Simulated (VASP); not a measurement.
Wanted: the native input for a VASP 6.6.1 run.

```yaml
Task: single point
Functional: r2SCAN
Dispersion: rVV10
Potentials_or_basis: VASP PAW PBE potentials, release 64 (In_d, Bi_d, Sb)
Cutoff: 550 eV
k_mesh: 6 × 6 × 6
Occupations: fermi-dirac, width 0.03 eV
Spin: no spin polarisation
Dipole_correction: no
Further_INCAR_settings: ALGO = Normal; EDIFF = 1e-06; NBANDS = 38
```

InBi2Sb3:

```xyz
6
Lattice="3.2613 -5.4749 0.0000 3.2613 5.4749 0.0000 0.0000 0.0000 5.4160" Properties=species:S:1:pos:R:3 pbc="T T T"
In    3.2613    0.0000    0.0000
Bi    1.6306    2.7374    2.7080
Bi    1.6306   -2.7374    2.7080
Sb    3.2613    3.8951    0.0000
Sb    3.2613   -3.8951    0.0000
Sb    0.0000    0.0000    2.7080
```

One way to write it, as run:

POSCAR

```
InBi2Sb3
1.0
    3.2612830242     -5.4748637586      0.0000000000
    3.2612830242      5.4748637586      0.0000000000
    0.0000000000      0.0000000000      5.4159841309
In Bi Sb
1 2 3
Direct
    0.5000000000      0.5000000000      0.0000000000
    0.0000000000      0.5000000000      0.5000000000
    0.5000000000      0.0000000000      0.5000000000
    0.1442740281      0.8557259719      0.0000000000
    0.8557259719      0.1442740281      0.0000000000
    0.0000000000      0.0000000000      0.5000000000
```

INCAR.step1

```
SYSTEM = InBi2Sb3
ALGO = Normal
EDIFF = 1E-5
ENCUT = 550
GGA = PE
GGA_COMPAT = .FALSE.
ISMEAR = -1
LASPH = .TRUE.
LCHARG = .FALSE.
LREAL = .FALSE.
LWAVE = .TRUE.
NBANDS = 38
NELM = 120
PREC = Accurate
SIGMA = 0.03
```

INCAR.step2

```
SYSTEM = InBi2Sb3
ALGO = Normal
BPARAM = 11.95
CPARAM = 0.0093
EDIFF = 1E-6
ENCUT = 550
GGA_COMPAT = .FALSE.
ISIF = 2
ISMEAR = -1
ISTART = 1
IVDW_NL = 2
LASPH = .TRUE.
LCHARG = .FALSE.
LMIXTAU = .TRUE.
LREAL = .FALSE.
LUSE_VDW = .TRUE.
LWAVE = .FALSE.
METAGGA = R2SCAN
NBANDS = 38
NELM = 120
PREC = Accurate
SIGMA = 0.03
```

KPOINTS

```
k-points
0
G
  6 6 6
  0 0 0
```

Potentials or basis: VASP PAW PBE potentials, release 64 (In_d, Bi_d, Sb).

Command:

```sh
$ cat potpaw_PBE.64/In_d/POTCAR potpaw_PBE.64/Bi_d/POTCAR potpaw_PBE.64/Sb/POTCAR > POTCAR
$ cp INCAR.step1 INCAR
$ mpirun -np 1 vasp_std > vasp.out
$ cp INCAR.step2 INCAR
$ mpirun -np 1 vasp_std > vasp.out
```

It gave:

- Pressure: 0.8 GPa
- Largest force: 0.220 eV/Å
- Band gap on the k mesh: zero (bands 29 and 30 overlap by 1.35 eV)

Caveat: the PAW data sets were made with another functional, which shifts forces and pressure a little; spin-orbit coupling is left out, which moves the levels of the heavy elements.

It took 46 min on 1 thread of Intel Xeon 8259CL (shared host), peak memory 0.99 GiB.
